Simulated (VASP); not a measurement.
# Cl (Cmce) in VASP: a series of runs

Runs on Cl. Level: r2SCAN. Tasks: single point.

All numbers are computed with VASP 6.6.1; they aren't measurements. Logs are shortened: lines on timing, memory, paths and dates and some standing lists are left out, and cuts for length are marked.

## 1. The cell of the first run

The structure is orthorhombic, space group Cmce (No. 64). Conventional cell: a = 6.162 Å, b = 4.408 Å, c = 8.042 Å, α = 90.00°, β = 90.00°, γ = 90.00°. Within 2.6 Å of Cl (site symmetry m) lie 1 Cl at 1.98 Å.

## 2. Single point, r2SCAN

POSCAR

```
Cl
1.0
    3.0807983119     -2.2040687446      0.0000000000
    3.0807983119      2.2040687446      0.0000000000
    0.0000000000      0.0000000000      8.0424019526
Cl
4
Direct
    0.3700000000      0.6300000000      0.4000000000
    0.1300000000      0.8700000000      0.9000000000
    0.6300000000      0.3700000000      0.6000000000
    0.8700000000      0.1300000000      0.1000000000
```

INCAR.step1

```
PREC = Accurate ; ENCUT = 520
ISMEAR = -1 ; SIGMA = 0.05
LREAL = False ; LASPH = True
NELM = 80 ; NBANDS = 22
GGA = PE ; ALGO = Normal
EDIFF = 1E-4 ; LWAVE = True
LCHARG = False
```

INCAR.step2

```
PREC = Accurate ; ENCUT = 520
EDIFF = 1E-6 ; ISMEAR = -1
SIGMA = 0.05 ; LREAL = False
LASPH = True ; NELM = 80
ALGO = Normal ; ISIF = 2
LWAVE = False ; LCHARG = True
METAGGA = R2SCAN ; LMIXTAU = True
LELF = True ; LVHAR = True
NBANDS = 22 ; ISTART = 1
```

KPOINTS

```
regular mesh
0
Gamma
  7 7 4
```

Potentials or basis: VASP PAW PBE potentials, release 64 (Cl).

Launch:

```
> cat potpaw_PBE.64/Cl/POTCAR > POTCAR
> cp INCAR.step1 INCAR
> mpirun -np 1 vasp_std > vasp.out
> cp INCAR.step2 INCAR
> mpirun -np 1 vasp_std > vasp.out
```

OUTCAR:

```text
PREC = Accurate
   ENCUT = 520
   EDIFF = 1E-6
   ISMEAR = -1
   LREAL = False
   LASPH = True
   NELM = 80
   ISIF = 2
   METAGGA = R2SCAN
   ISTART = 1

 ion  position               nearest neighbor table
   1  0.370  0.630  0.400-   3 1.98
   2  0.130  0.870  0.900-   4 1.98
   3  0.630  0.370  0.600-   1 1.98
   4  0.870  0.130  0.100-   2 1.98

  LATTYP: Found a base centered orthorhombic cell.
 ALAT       =     4.4081374892
 B/A-ratio  =     1.3977777778
 C/A-ratio  =     1.8244444445

  Lattice vectors:

 A1 = (  -3.0807983119,  -2.2040687446,   0.0000000000)
 A2 = (   3.0807983119,  -2.2040687446,   0.0000000000)
 A3 = (   0.0000000000,   0.0000000000,   8.0424019526)

Analysis of symmetry for initial positions (statically):
=====================================================================
 Subroutine PRICEL returns:
 Original cell was already a primitive cell.

 Routine SETGRP: Setting up the symmetry group for a
 base centered orthorhombic supercell.

 Subroutine GETGRP returns: Found  8 space group operations
 (whereof  4 operations were pure point group operations)
 out of a pool of  8 trial point group operations.

The static configuration has the point symmetry C_2h.
 The point group associated with its full space group is D_2h.

Analysis of symmetry for dynamics (positions and initial velocities):
=====================================================================
 Subroutine PRICEL returns:
 Original cell was already a primitive cell.

 Routine SETGRP: Setting up the symmetry group for a
 base centered orthorhombic supercell.

 Subroutine GETGRP returns: Found  8 space group operations
 (whereof  4 operations were pure point group operations)
 out of a pool of  8 trial point group operations.

The dynamic configuration has the point symmetry C_2h.
 The point group associated with its full space group is D_2h.

 Subroutine INISYM returns: Found  8 space group operations
 (whereof  4 operations are pure point group operations),
 and found     1 'primitive' translations

----------------------------------------------------------------------------------------

                                     Primitive cell

  volume of cell :     109.2205

  direct lattice vectors                    reciprocal lattice vectors
     3.080798312 -2.204068745  0.000000000     0.162295597 -0.226853178  0.000000000
     3.080798312  2.204068745  0.000000000     0.162295597  0.226853178  0.000000000
     0.000000000  0.000000000  8.042401953     0.000000000  0.000000000  0.124340963

[... 87 lines left out ...]
   EDIFF  = 0.1E-05   stopping-criterion for ELM
   LREAL  =      F    real-space projection
   EDIFFG = 0.1E-04   stopping-criterion for IOM
   NSW    =      0    number of steps for IOM
   IBRION =     -1    ionic relax: 0-MD 1-quasi-New 2-CG
   NFREE  =      0    steps in history (QN), initial steepest desc. (CG)
   ISIF   =      2    stress and relaxation
   ISYM   =      2    0-nonsym 1-usesym 2-fastsym
   POTIM  = 0.5000    time-step for ionic-motion
   TEBEG  =    0.0;   TEEND  =   0.0 temperature during run
   PSTRESS=    0.0 pullay stress
   NELECT =      28.0000    total number of electrons
   NUPDOWN=      -1.0000    fix difference up-down
   EMIN   =  10.00;   EMAX   =-10.00  energy-range for DOS
   EFERMI =   0.00;   METHOD = LEGACY
   ISMEAR =    -1;   SIGMA  =   0.05  broadening in eV -4-tet -1-fermi 0-gaus
   EFERMI_NEDOS =   21; number of points for ismear=-14 and -15
   IALGO  =     38    algorithm
   IMIX   =      4    mixing-type and parameters
     AMIX     =   0.40;   BMIX     =  1.00
     AMIX_MAG =   1.60;   BMIX_MAG =  1.00
  volume/ion in A,a.u.               =      27.31       184.26
  Fermi-wavevector in a.u.,A,eV,Ry     =   1.039983  1.965282 14.715572  1.081564
  Thomas-Fermi vector in A             =   2.174538
   LORBIT       =      0    0 simple, 1 ext, 2 COOP (PROOUT), +10 PAW based schemes
   METAGGA = R2SCAN    functional components
   LHFCALC =     F    Hartree Fock is set to
   AEXX    =    0.0000 exact exchange contribution
   IVDW    =     0    specifies the selected vdW correction
   LEPSILON=     F    determine dielectric tensor
   LRPA    =     F    only Hartree local field effects (RPA)
 non-spin polarized calculation
  energy-cutoff  :      520.00
  volume of cell :      109.22
 maximum number of plane-waves:      2974
   NGX = 15   NGY = 15   NGZ = 29

 number of electron      27.9999995 magnetization

 Free energy of the ion-electron system (eV)
  ---------------------------------------------------
  ext. energy  EPLUGINS =         0.00000000
  ---------------------------------------------------
  free energy    TOTEN  =       -24.57925806 eV

  energy without entropy =      -24.57925806  energy(sigma->0) =      -24.57925806

 E-fermi :   0.7403     XC(G=0):  -8.4593

 val. band max:       -0.4788482079   @ k =  -0.4286   0.4286   0.0000
 cond. band min:       2.6622649708   @ k =   0.1429  -0.0000   0.0000
 fundamental gap:      3.1411131787
 Fermi energy:         0.7402965883

 k-point     1 :       0.0000    0.0000    0.0000
  band No.  band energies     occupation
      1     -18.2108      2.00000
      2     -17.9770      2.00000
      3     -13.6734      2.00000
      4     -13.0039      2.00000
      5      -6.2004      2.00000
      6      -5.2428      2.00000
[... 589 lines left out ...]
     21      10.8599      0.00000
     22      11.0256      0.00000

 [... further k-points ...]

------------------------ aborting loop because EDIFF is reached ----------------------------------------

  FORCE on cell =-STRESS in cart. coord.  units (eV):
  Direction    XX          YY          ZZ          XY          YZ          ZX
  --------------------------------------------------------------------------------------
  -------------------------------------------------------------------------------------
  Total        0.2828003      0.4475457      0.8467143      0.0000000     -0.0000000      0.0000000
  in kB        4.1484539      6.5651368     12.4206202      0.0000000     -0.0000000      0.0000000
  external PRESSURE =       7.7114037 kB  Pullay stress =       0.0000000 kB

 VOLUME and BASIS-vectors are now :
 -----------------------------------------------------------------------------
  energy-cutoff  :      520.00
  volume of cell :      109.22
      direct lattice vectors                 reciprocal lattice vectors
     3.080798312 -2.204068745  0.000000000     0.162295597 -0.226853178  0.000000000
     3.080798312  2.204068745  0.000000000     0.162295597  0.226853178  0.000000000
     0.000000000  0.000000000  8.042401953     0.000000000  0.000000000  0.124340963

 POSITION                                       TOTAL-FORCE (eV/Angst)
 -----------------------------------------------------------------------------------
      3.08080      0.57306      3.21696         0.000000      0.155691     -0.342387
      3.08080      1.63101      7.23816         0.000000     -0.155691     -0.342387
      3.08080     -0.57306      4.82544         0.000000     -0.155691      0.342387
      3.08080     -1.63101      0.80424         0.000000      0.155691      0.342387
 -----------------------------------------------------------------------------------
    total drift:                               -0.000000      0.000000      0.000000

  FREE ENERGIE OF THE ION-ELECTRON SYSTEM (eV)
  ---------------------------------------------------
  free  energy   TOTEN  =       -24.5792580577 eV

  energy  without entropy=      -24.5792580577  energy(sigma->0) =      -24.57925806
```

OSZICAR.step1:

```text
N       E                     dE             d eps       ncg     rms          rms(c)
DAV:   1     0.180078870735E+03    0.18008E+03   -0.12306E+04  2112   0.109E+03
DAV:   2     0.507330972867E+01   -0.17501E+03   -0.16960E+03  2994   0.204E+02
DAV:   3    -0.754484056252E+01   -0.12618E+02   -0.12569E+02  2742   0.618E+01
DAV:   4    -0.769864427191E+01   -0.15380E+00   -0.15374E+00  2780   0.823E+00
DAV:   5    -0.770116770815E+01   -0.25234E-02   -0.25233E-02  2776   0.104E+00    0.172E+01
DAV:   6    -0.737063991495E+01    0.33053E+00   -0.21942E-01  2658   0.269E+00    0.112E+01
DAV:   7    -0.726893613836E+01    0.10170E+00   -0.49649E-01  2598   0.392E+00    0.832E-01
DAV:   8    -0.725739830702E+01    0.11538E-01   -0.62224E-02  2430   0.152E+00    0.402E-01
DAV:   9    -0.725753645298E+01   -0.13815E-03   -0.17179E-03  2636   0.251E-01    0.924E-02
DAV:  10    -0.725764993941E+01   -0.11349E-03   -0.14447E-04  2122   0.799E-02    0.448E-02
DAV:  11    -0.725765230564E+01   -0.23662E-05   -0.34567E-05  1482   0.404E-02
   1 F= -.72576523E+01 E0= -.72576523E+01  d E =-.807807E-10
```

It took 1.9 min on 1 thread of Intel Xeon 6975P-C (Granite Rapids), shared host; peak memory 0.24 GiB.

What came out:

| Property | Result |
| --- | --- |
| Free energy | -24.5793 eV |
| Pressure | 0.8 GPa |
| Largest force | 0.376 eV/Å |
| Band gap on the k mesh | 3.14 eV (least direct gap 3.20 eV) |

Forces in eV/Å, atoms in the order of the input:
```
Cl   0.000  0.156 -0.342
Cl   0.000 -0.156 -0.342
Cl   0.000 -0.156  0.342
Cl   0.000  0.156  0.342
```

Stress tensor (GPa, compression positive):
```
0.41 0.00 0.00
0.00 0.66 0.00
0.00 0.00 1.24
```

Caveat: the PAW data sets were made with another functional, which shifts forces and pressure a little; an odd mesh through Γ misses points on the zone boundary, where band edges can lie.

## 3. Single point, r2SCAN

This run uses another cell than the first one, of 28.47 Å³/atom.

POSCAR

```
Cl
1.0
    3.1238919815     -2.2348988739      0.0000000000
    3.1238919815      2.2348988739      0.0000000000
    0.0000000000      0.0000000000      8.1548976686
Cl
4
Direct
    0.3700000000      0.6300000000      0.4000000000
    0.1300000000      0.8700000000      0.9000000000
    0.6300000000      0.3700000000      0.6000000000
    0.8700000000      0.1300000000      0.1000000000
```

INCAR.step1

```
SYSTEM = Cl
ALGO = Normal
EDIFF = 1E-4
ENCUT = 520
GGA = PE
ISMEAR = -1
LASPH = .TRUE.
LCHARG = .FALSE.
LREAL = .FALSE.
LWAVE = .TRUE.
NBANDS = 22
NELM = 60
PREC = Accurate
SIGMA = 0.05
```

INCAR.step2

```
SYSTEM = Cl
ALGO = Normal
EDIFF = 1E-6
ENCUT = 520
ISIF = 2
ISMEAR = -1
ISTART = 1
LASPH = .TRUE.
LCHARG = .FALSE.
LMIXTAU = .TRUE.
LREAL = .FALSE.
LWAVE = .FALSE.
METAGGA = R2SCAN
NBANDS = 22
NELM = 60
PREC = Accurate
SIGMA = 0.05
```

KPOINTS

```
k-points
0
G
  7 7 4
  0 0 0
```

Potentials or basis: VASP PAW PBE potentials, release 64 (Cl).

Launch:

```
> cat potpaw_PBE.64/Cl/POTCAR > POTCAR
> cp INCAR.step1 INCAR
> mpirun -np 1 vasp_std > vasp.out
> cp INCAR.step2 INCAR
> mpirun -np 1 vasp_std > vasp.out
```

Run time: 2.5 min. Hardware: 1 thread of Intel Xeon 6975P-C (Granite Rapids), shared host; peak memory 0.27 GiB.

It converged, with:

```yaml
Free_energy: -24.5844 eV
Pressure: -0.5 GPa
Largest_force: 0.162 eV/Å
Band_gap_on_the_k_mesh: 2.97 eV (least direct gap 3.03 eV)
```

Forces on the atoms (eV/Å):
```
Cl   0.000 -0.144  0.073
Cl   0.000  0.144  0.073
Cl   0.000  0.144 -0.073
Cl   0.000 -0.144 -0.073
```

Stress tensor (GPa, compression positive):
```
 0.15  0.00  0.00
 0.00 -0.67  0.00
 0.00  0.00 -1.11
```

Levels at points of the mesh, in eV from the valence-band top:
| k point | band 12 | band 13 | band 14 | band 15 | band 16 | band 17 |
| --- | --- | --- | --- | --- | --- | --- |
| (0.00, 0.00, 0.00) | -0.41 | -0.15 | -0.06 | 2.97 | 3.55 | 7.64 |
| (0.00, 0.00, 0.50) | -0.66 | -0.10 | -0.10 | 3.17 | 3.17 | 8.18 |

Caveat: the PAW data sets were made with another functional, which shifts forces and pressure a little; an odd mesh through Γ misses points on the zone boundary, where band edges can lie. r2SCAN opens gaps a little over a GGA but as a rule still falls short of measured ones.
